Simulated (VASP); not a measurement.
GaAs, 2 atoms in the cell. The structure is tetragonal, space group I-4m2 (No. 119). The conventional cell has a = 3.806 Å, b = 3.806 Å, c = 5.808 Å, α = 90.00°, β = 90.00°, γ = 90.00°. Within 3.2 Å of Ga (site symmetry -4m2) lie 4 As at 2.39 Å. Within 3.2 Å of As (site symmetry -4m2) lie 4 Ga at 2.39 Å.  This cell differs from its parent crystal: strain -0.050 along x and y, +0.025 along z.

| Quantity | Value |
| --- | --- |
| Program | VASP 6.6.1 |
| Task | single point |
| Functional | r2SCAN |
| Potentials or basis | VASP PAW PBE potentials, release 64 (Ga_d, As) |
| Cutoff | 520 eV |
| k mesh | 8 × 8 × 8 |
| Occupations | gaussian, width 0.05 eV |
| Spin | no spin polarisation |
| Dipole correction | no |
| Further INCAR settings | ALGO = Normal; EDIFF = 1e-07; NBANDS = 16 |

Potentials or basis: VASP PAW PBE potentials, release 64 (Ga_d, As).

Launch:

```console
$ cat potpaw_PBE.64/Ga_d/POTCAR potpaw_PBE.64/As/POTCAR > POTCAR
$ cp INCAR.step1 INCAR
$ mpirun -np 1 vasp_std > vasp.out
$ cp INCAR.step2 INCAR
$ mpirun -np 1 vasp_std > vasp.out
```

Hardware: 1 thread of Intel Xeon 6975P-C, with other jobs on the host.

**Question.** Estimate the wall time of this run.

**Answer.** It took 2.8 min on 1 thread of Intel Xeon 6975P-C (shared host), peak memory 0.19 GiB. Counts: k points 59.
